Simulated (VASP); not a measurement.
Here is a VASP 6.6.1 calculation.

Contents of INCAR:

```
SYSTEM = PbSe
PREC = Accurate
ENCUT = 520
EDIFF = 1E-6
ISMEAR = -1
SIGMA = 0.05
LREAL = .FALSE.
LASPH = .TRUE.
NELM = 80
ALGO = Normal
ISIF = 2
LWAVE = .FALSE.
LCHARG = .TRUE.
GGA = PS
LELF = .TRUE.
LVHAR = .TRUE.
NBANDS = 17
```

File KPOINTS:

```
Automatic mesh
0
G
  7 7 7
  0 0 0
```

Contents of POSCAR:

```
PbSe
1.0
    3.7331762438      0.0000000000      0.0000000000
    0.0000000000      3.7331762438      0.0000000000
    0.0000000000      0.0000000000      3.7331762438
Pb Se
1 1
Direct
    0.0000000000      0.0000000000      0.0000000000
    0.5000000000      0.5000000000      0.5000000000
```

Potentials or basis: VASP PAW PBE potentials, release 64 (Pb_d, Se).

The run is started by

```bash
$ cat potpaw_PBE.64/Pb_d/POTCAR potpaw_PBE.64/Se/POTCAR > POTCAR
$ mpirun -np 1 vasp_std > vasp.out
```

(1) What does it give for the pressure?

(2) Predict the band gap on the k mesh.

## Answers

(1) -1.3 GPa.

(2) zero (band 10 reaches 5.63 eV, above the bottom of band 11 at 5.33 eV).

Caveat: the PAW data sets were made with another functional, which shifts forces and pressure a little; spin-orbit coupling is left out, which moves the levels of the heavy elements.
